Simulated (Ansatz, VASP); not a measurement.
# Two plane-wave programs on HgTe

INCAR

```
PREC     = Accurate       # precision mode
ENCUT    = 520            # plane-wave cutoff, eV
EDIFF    = 1E-6           # SCF threshold, eV
ISMEAR   = 0              # smearing method
SIGMA    = 0.15           # smearing width, eV
LREAL    = False          # projectors in reciprocal space
LASPH    = True           # aspherical terms in the spheres
NELM     = 80             # most SCF steps
ALGO     = Normal         # electronic algorithm
ISIF     = 2              # what is computed and relaxed
LWAVE    = False          # write WAVECAR
LCHARG   = True           # write CHGCAR
GGA      = PS             # functional
LELF     = True           # ELF
LVHAR    = True         
NBANDS   = 16             # bands
```

File KPOINTS:

```
regular mesh
0
Gamma
  14 14 14
```

File POSCAR:

```
HgTe
1.0
    0.0000000000      3.1751475000      3.2235000000
    3.1751475000      0.0000000000      3.2235000000
    3.1751475000      3.1751475000      0.0000000000
Hg Te
1 1
Direct
    0.0000000000      0.0000000000      0.0000000000
    0.7500000000      0.7500000000      0.7500000000
```

Input for Ansatz:

```yaml
crystal:
  lattice:
    - [0.0, 3.1751475, 3.2235]
    - [3.1751475, 0.0, 3.2235]
    - [3.1751475, 3.1751475, 0.0]
  atoms:
    - { symbol: Hg, position: [0.0, 0.0, 0.0] }
    - { symbol: Te, position: [0.75, 0.75, 0.75] }
basis:
  ecutwfc: 420
kpoints:
  mp_grid: { grid: [14, 14, 14] }
hamiltonian:
  xc: pbesol
scf:
  occupations: { method: gaussian, width: 0.15 }
output:
  forces: true
  stress: true
  eigenvalues: true
  write_density: true
  write_potential: true
  elf: true
  volumetric_format: npy
```

Change from the starting cell: strain -0.015 along x and y, +0.000 along z, atoms carried along.

Alike in both runs: task single point; functional PBEsol; k mesh 14 × 14 × 14; occupations gaussian, width 0.15 eV; no spin polarisation.

```csv
,VASP,Ansatz
version,VASP 6.6.1,Ansatz 0.2.0
potentials or method,"VASP PAW PBE potentials, release 64 (Hg, Te), cutoff 520 eV","scalar-relativistic, plane waves, PAW"
valence electrons in the cell,18,36
```

|  | VASP | Ansatz | Ansatz less VASP |
| --- | --- | --- | --- |
| gap on the k mesh at the Fermi level (eV) | none | none | - |
| pressure (GPa) | 3.0 | 2.9 | -0.14 |
| traceless stress, the component that is largest in VASP (GPa) | -0.14 | -0.14 | 0.000 |

VASP's potentials were made for PBE, not for PBEsol. A gap of «none» marks a metal or a gap that the smearing closes. VASP's potentials hold 18 valence electrons a cell and Ansatz's 36, so a difference there can come from the potentials and not from the codes.

Neither program's run includes spin-orbit coupling.
